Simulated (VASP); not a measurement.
# Mg8Si4H (a cell with a defect) in VASP: a series of runs

Runs on Mg8Si4H (a cell with a defect). Level: PBE. Tasks: single point.

Program: VASP 6.6.1. These are calculated values, not measurements. Logs are shortened: lines on timing, memory, paths and dates and some standing lists are left out, and cuts for length are marked.

## 1. The cell of the first run

The cell holds a defect, 13 atoms: a = 6.391 Å, b = 6.391 Å, c = 6.391 Å, α = 90.00°, β = 90.00°, γ = 90.00°.

## 2. Single point, PBE

File INCAR:

```
SYSTEM = Mg8Si4H
PREC = Accurate ; ENCUT = 520
EDIFF = 1E-6 ; ISMEAR = 0
SIGMA = 0.1 ; LREAL = .FALSE.
LASPH = .TRUE. ; NELM = 100
ALGO = Normal ; ISIF = 2
LWAVE = .FALSE. ; LCHARG = .TRUE.
GGA = PE ; LELF = .TRUE.
LVHAR = .TRUE. ; NBANDS = 28
```

File KPOINTS:

```
regular mesh
0
G
  3 3 3
  0 0 0
```

File POSCAR:

```
Mg8Si4H
1.0
    6.3910000000      0.0000000000      0.0000000000
    0.0000000000      6.3910000000      0.0000000000
    0.0000000000      0.0000000000      6.3910000000
Mg Si H
8 4 1
Direct
    0.2437394774      0.2433224847      0.2505108747
    0.7421284619      0.7426315131      0.7475528086
    0.7419710530      0.7428643405      0.2533112189
    0.2436811141      0.2433295259      0.7503792834
    0.7401046785      0.2505682992      0.7443805351
    0.2456322954      0.7434365514      0.2518003442
    0.2458128618      0.7435445157      0.7492002816
    0.7402861837      0.2509513378      0.2567663902
   -0.0095017994     -0.0110334846      0.0005213582
    0.4877186669      0.4978086371      0.0005144735
    0.4928344547     -0.0041411360      0.5004634642
   -0.0048144265      0.4938414959      0.5005118135
    0.6943547176      0.0927897043      0.0013217024
```

Potentials or basis: VASP PAW PBE potentials, release 64 (Mg, Si, H).

Run with:

```bash
$ cat potpaw_PBE.64/Mg/POTCAR potpaw_PBE.64/Si/POTCAR potpaw_PBE.64/H/POTCAR > POTCAR
$ mpirun -np 1 vasp_std > vasp.out
```

OUTCAR:

```text
SYSTEM = Mg8Si4H
   PREC = Accurate
   ENCUT = 520
   EDIFF = 1E-6
   ISMEAR = 0
   LREAL = .FALSE.
   LASPH = .TRUE.
   NELM = 100
   ISIF = 2
   GGA = PE

 ion  position               nearest neighbor table
   1  0.244  0.243  0.251-  11 2.75  10 2.76  12 2.76   9 2.80   8 3.17   4 3.19   6 3.19   6 3.20
                             4 3.20   8 3.22
   2  0.742  0.743  0.748-   9 2.76  12 2.76  11 2.77  10 2.78   5 3.14   3 3.16   7 3.17   7 3.22
                             3 3.23   5 3.25
   3  0.742  0.743  0.253-   9 2.76  11 2.76  12 2.77  10 2.78   8 3.14   2 3.16   6 3.17   6 3.22
                             2 3.23   8 3.25
   4  0.244  0.243  0.750-  11 2.75  10 2.76  12 2.76   9 2.80   5 3.17   7 3.19   1 3.19   1 3.20
                             7 3.20   5 3.22
   5  0.740  0.251  0.744-  13 1.95  12 2.74  11 2.75  10 2.79   9 2.83   8 3.12   2 3.14   4 3.17
                             4 3.22   2 3.25   8 3.27
   6  0.246  0.743  0.252-  10 2.73  11 2.76  12 2.76   9 2.77   3 3.17   7 3.18   1 3.19   1 3.20
                             7 3.21   3 3.22
   7  0.246  0.744  0.749-  10 2.73  11 2.76  12 2.76   9 2.78   2 3.17   6 3.18   4 3.19   4 3.20
                             6 3.21   2 3.22
   8  0.740  0.251  0.257-  13 1.94  12 2.74  11 2.75  10 2.79   9 2.84   5 3.12   3 3.14   1 3.17
                             1 3.22   3 3.25   5 3.27
   9  0.990  0.989  0.001-  13 2.01   3 2.76   2 2.76   6 2.77   7 2.78   1 2.80   4 2.80   5 2.83
                             8 2.84
  10  0.488  0.498  0.001-   7 2.73   6 2.73   1 2.76   4 2.76   3 2.78   2 2.78   8 2.79   5 2.79

  11  0.493  0.996  0.500-   5 2.75   8 2.75   1 2.75   4 2.75   7 2.76   6 2.76   3 2.76   2 2.77

  12  0.995  0.494  0.501-   8 2.74   5 2.74   6 2.76   4 2.76   2 2.76   7 2.76   1 2.76   3 2.77

  13  0.694  0.093  0.001-   8 1.94   5 1.95   9 2.01

  LATTYP: Found a simple cubic cell.
 ALAT       =     6.3910000000

  Lattice vectors:

 A1 = (   6.3910000000,   0.0000000000,   0.0000000000)
 A2 = (   0.0000000000,   6.3910000000,   0.0000000000)
 A3 = (   0.0000000000,   0.0000000000,   6.3910000000)

Analysis of symmetry for initial positions (statically):
=====================================================================
 Subroutine PRICEL returns:
 Original cell was already a primitive cell.

 Routine SETGRP: Setting up the symmetry group for a
 simple cubic supercell.

 Subroutine GETGRP returns: Found  1 space group operations
 (whereof  1 operations were pure point group operations)
 out of a pool of 48 trial point group operations.

The static configuration has the point symmetry C_1 .

Analysis of symmetry for dynamics (positions and initial velocities):
=====================================================================
 Subroutine PRICEL returns:
 Original cell was already a primitive cell.

 Routine SETGRP: Setting up the symmetry group for a
 simple cubic supercell.

 Subroutine GETGRP returns: Found  1 space group operations
 (whereof  1 operations were pure point group operations)
 out of a pool of 48 trial point group operations.

The dynamic configuration has the point symmetry C_1 .

 Subroutine INISYM returns: Found  1 space group operations
 (whereof  1 operations are pure point group operations),
 and found     1 'primitive' translations

----------------------------------------------------------------------------------------

                                     Primitive cell

  volume of cell :     261.0396

  direct lattice vectors                    reciprocal lattice vectors
     6.391000000  0.000000000  0.000000000     0.156470036  0.000000000  0.000000000
     0.000000000  6.391000000  0.000000000     0.000000000  0.156470036  0.000000000
     0.000000000  0.000000000  6.391000000     0.000000000  0.000000000  0.156470036

  length of vectors
     6.391000000  6.391000000  6.391000000     0.156470036  0.156470036  0.156470036

  position of ions in fractional coordinates (direct lattice)
     0.243739477  0.243322485  0.250510875
     0.742128462  0.742631513  0.747552809
     0.741971053  0.742864340  0.253311219
     0.243681114  0.243329526  0.750379283
     0.740104679  0.250568299  0.744380535
     0.245632295  0.743436551  0.251800344
     0.245812862  0.743544516  0.749200282
     0.740286184  0.250951338  0.256766390
     0.990498201  0.988966515  0.000521358
     0.487718667  0.497808637  0.000514473
[... 38 lines left out ...]
  Shift w.r.t. Gamma in fractional coordinates (k-lattice)
     0.000000000  0.000000000  0.000000000

 Subroutine IBZKPT returns following result:
 ===========================================

 Found     14 irreducible k-points:

 Following reciprocal coordinates:
            Coordinates               Weight
  0.000000  0.000000  0.000000      1.000000
  0.333333  0.000000  0.000000      2.000000
  0.000000  0.333333  0.000000      2.000000
  0.000000  0.000000  0.333333      2.000000
  0.333333  0.333333  0.000000      2.000000
  0.000000  0.333333  0.333333      2.000000
  0.333333  0.000000  0.333333      2.000000
 -0.333333  0.333333  0.000000      2.000000
 -0.333333  0.000000  0.333333      2.000000
  0.000000 -0.333333  0.333333      2.000000
  0.333333  0.333333  0.333333      2.000000
 -0.333333  0.333333  0.333333      2.000000
 -0.333333 -0.333333  0.333333      2.000000
  0.333333 -0.333333  0.333333      2.000000
   k-points           NKPTS =     14   k-points in BZ     NKDIM =     14   number of bands    NBANDS=     28
   number of dos      NEDOS =    301   number of ions     NIONS =     13
   total plane-waves  NPLWV = 110592
   dimension x,y,z NGX =    48 NGY =   48 NGZ =   48
   dimension x,y,z NGXF=    96 NGYF=   96 NGZF=   96
   ions per type =               8   4   1
   NGX,Y,Z   is equivalent  to a cutoff of  12.49, 12.49, 12.49 a.u.
   NGXF,Y,Z  is equivalent  to a cutoff of  24.97, 24.97, 24.97 a.u.
 SYSTEM =  Mg8Si4H
   PREC   = accura    normal or accurate (medium, high low for compatibility)
   ISTART =      0    job   : 0-new  1-cont  2-samecut
   ICHARG =      2    charge: 1-file 2-atom 10-const
   ISPIN  =      1    spin polarized calculation?
   LNONCOLLINEAR =      F non collinear calculations
   LSORBIT =      F    spin-orbit coupling
   LASPH  =      T    aspherical Exc in radial PAW
   ENCUT  =  520.0 eV  38.22 Ry    6.18 a.u.  11.88 11.88 11.88*2*pi/ulx,y,z
   NELM   =    100;   NELMIN=  2; NELMDL= -5     # of ELM steps
   EDIFF  = 0.1E-05   stopping-criterion for ELM
   LREAL  =      F    real-space projection
   EDIFFG = 0.1E-04   stopping-criterion for IOM
   NSW    =      0    number of steps for IOM
   IBRION =     -1    ionic relax: 0-MD 1-quasi-New 2-CG
   NFREE  =      0    steps in history (QN), initial steepest desc. (CG)
   ISIF   =      2    stress and relaxation
   ISYM   =      2    0-nonsym 1-usesym 2-fastsym
   POTIM  = 0.5000    time-step for ionic-motion
   TEBEG  =    0.0;   TEEND  =   0.0 temperature during run
   PSTRESS=    0.0 pullay stress
   NELECT =      33.0000    total number of electrons
   NUPDOWN=      -1.0000    fix difference up-down
   EMIN   =  10.00;   EMAX   =-10.00  energy-range for DOS
   EFERMI =   0.00;   METHOD = LEGACY
   ISMEAR =     0;   SIGMA  =   0.10  broadening in eV -4-tet -1-fermi 0-gaus
   EFERMI_NEDOS =   21; number of points for ismear=-14 and -15
   IALGO  =     38    algorithm
   IMIX   =      4    mixing-type and parameters
     AMIX     =   0.40;   BMIX     =  1.00
     AMIX_MAG =   1.60;   BMIX_MAG =  1.00
  volume/ion in A,a.u.               =      20.08       135.51
  Fermi-wavevector in a.u.,A,eV,Ry     =   0.821632  1.552659  9.185009  0.675079
  Thomas-Fermi vector in A             =   1.932825
   LORBIT       =      0    0 simple, 1 ext, 2 COOP (PROOUT), +10 PAW based schemes
   GGA     = PE    functional components
   LHFCALC =     F    Hartree Fock is set to
   AEXX    =    0.0000 exact exchange contribution
   IVDW    =     0    specifies the selected vdW correction
   LEPSILON=     F    determine dielectric tensor
   LRPA    =     F    only Hartree local field effects (RPA)
 non-spin polarized calculation
 Gauss-broadening in eV      SIGMA  =   0.10
  energy-cutoff  :      520.00
  volume of cell :      261.04
 maximum number of plane-waves:      7075
   NGX = 23   NGY = 23   NGZ = 23

 number of electron      33.0000000 magnetization

 Free energy of the ion-electron system (eV)
  ---------------------------------------------------
  ext. energy  EPLUGINS =         0.00000000
  ---------------------------------------------------
  free energy    TOTEN  =       -37.78199819 eV

  energy without entropy =      -37.76705570  energy(sigma->0) =      -37.77452695

 E-fermi :   3.7998     XC(G=0):  -8.8043

 val. band max:        3.7690581298   @ k =   0.0000   0.0000   0.0000
 cond. band min:       3.8092559459   @ k =   0.0000   0.0000   0.0000
 fundamental gap:      0.0401978161
 Fermi energy:         3.7998121760

 k-point     1 :       0.0000    0.0000    0.0000
  band No.  band energies     occupation
      1      -5.7849      2.00000
      2      -4.0591      2.00000
      3      -3.6137      2.00000
      4      -3.5839      2.00000
      5      -1.8044      2.00000
      6      -0.8967      2.00000
[... 423 lines left out ...]
     27       6.9800      0.00000
     28       7.0269      0.00000

------------------------ aborting loop because EDIFF is reached ----------------------------------------

  FORCE on cell =-STRESS in cart. coord.  units (eV):
  Direction    XX          YY          ZZ          XY          YZ          ZX
  --------------------------------------------------------------------------------------
  -------------------------------------------------------------------------------------
  Total       -1.5884786      0.3441091     -0.3820822     -0.9333067      0.0088541      0.0004302
  in kB       -9.7495706      2.1120308     -2.3450977     -5.7283363      0.0543438      0.0026407
  external PRESSURE =      -3.3275458 kB  Pullay stress =       0.0000000 kB

 VOLUME and BASIS-vectors are now :
 -----------------------------------------------------------------------------
  energy-cutoff  :      520.00
  volume of cell :      261.04
      direct lattice vectors                 reciprocal lattice vectors
     6.391000000  0.000000000  0.000000000     0.156470036  0.000000000  0.000000000
     0.000000000  6.391000000  0.000000000     0.000000000  0.156470036  0.000000000
     0.000000000  0.000000000  6.391000000     0.000000000  0.000000000  0.156470036

 POSITION                                       TOTAL-FORCE (eV/Angst)
 -----------------------------------------------------------------------------------
      1.55774      1.55507      1.60102        -0.031325      0.013402     -0.006352
      4.74294      4.74616      4.77761        -0.022833     -0.005088     -0.010432
      4.74194      4.74765      1.61891        -0.020899     -0.006472      0.011853
      1.55737      1.55512      4.79567        -0.032520      0.014546      0.007641
      4.73001      1.60138      4.75734        -0.033922      0.050618     -0.043556
      1.56984      4.75130      1.60926        -0.009154     -0.003492     -0.004562
      1.57099      4.75199      4.78814        -0.009485     -0.006012      0.004147
      4.73117      1.60383      1.64099        -0.036236      0.054048      0.055454
      6.33027      6.32048      0.00333        -0.136641      0.043391      0.000033
      3.11701      3.18149      0.00329        -0.020036     -0.028801     -0.001407
      3.14970      6.36453      3.19846        -0.031965      0.017394      0.001976
      6.36023      3.15614      3.19877        -0.027760      0.005502      0.000441
      4.43762      0.59302      0.00845         0.412777     -0.149037     -0.015234
 -----------------------------------------------------------------------------------
    total drift:                               -0.000255      0.000066      0.000009

  FREE ENERGIE OF THE ION-ELECTRON SYSTEM (eV)
  ---------------------------------------------------
  free  energy   TOTEN  =       -37.7819981873 eV

  energy  without entropy=      -37.7670557041  energy(sigma->0) =      -37.77452695
```

It took 89 s on 1 thread of Intel Xeon Platinum 8488C (Sapphire Rapids), shared host; peak memory 0.36 GiB.

What came out:

```
Free energy   : -37.7820 eV
Pressure      : -0.3 GPa
Largest force : 0.439 eV/Å
```

Forces in eV/Å, atoms in the order of the input:
```
Mg  -0.031  0.013 -0.006
Mg  -0.023 -0.005 -0.010
Mg  -0.021 -0.006  0.012
Mg  -0.033  0.015  0.008
Mg  -0.034  0.051 -0.044
Mg  -0.009 -0.003 -0.005
Mg  -0.009 -0.006  0.004
Mg  -0.036  0.054  0.055
Si  -0.137  0.043  0.000
Si  -0.020 -0.029 -0.001
Si  -0.032  0.017  0.002
Si  -0.028  0.006  0.000
H    0.413 -0.149 -0.015
```

(Continued in part 2 of 2.)
